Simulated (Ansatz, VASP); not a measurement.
# ScNb: VASP beside Ansatz

```xyz
2
Lattice="3.0656 0.0000 0.0000 -1.5328 2.6549 0.0000 0.0000 0.0000 5.0722" Properties=species:S:1:pos:R:3 pbc="T T T"
Sc    0.0000    0.0000    0.0000
Nb    0.0000    1.7700    2.5361
```

Alike in both runs: task single point; functional PBE; k mesh 6 × 6 × 4; occupations gaussian, width 0.1 eV; no spin polarisation.

```csv
,VASP,Ansatz
version,VASP 6.6.1,Ansatz 0.2.0
potentials or method,"VASP PAW PBE potentials, release 64 (Sc_sv, Nb_sv), cutoff 520 eV","scalar-relativistic, plane waves, PAW"
valence electrons in the cell,24,24
```

```csv
,VASP,Ansatz,Ansatz less VASP
gap on the k mesh at the Fermi level (eV),none,none,-
pressure (GPa),-0.4,-0.4,+0.05
"traceless stress, the component that is largest in VASP (GPa)",0.87,0.83,-0.040
```

A gap of «none» marks a metal or a gap that the smearing closes. With one functional, cell and mesh, what is left measures potentials, basis and numerics.

The k mesh is coarse, so the values compare programs but aren't converged.
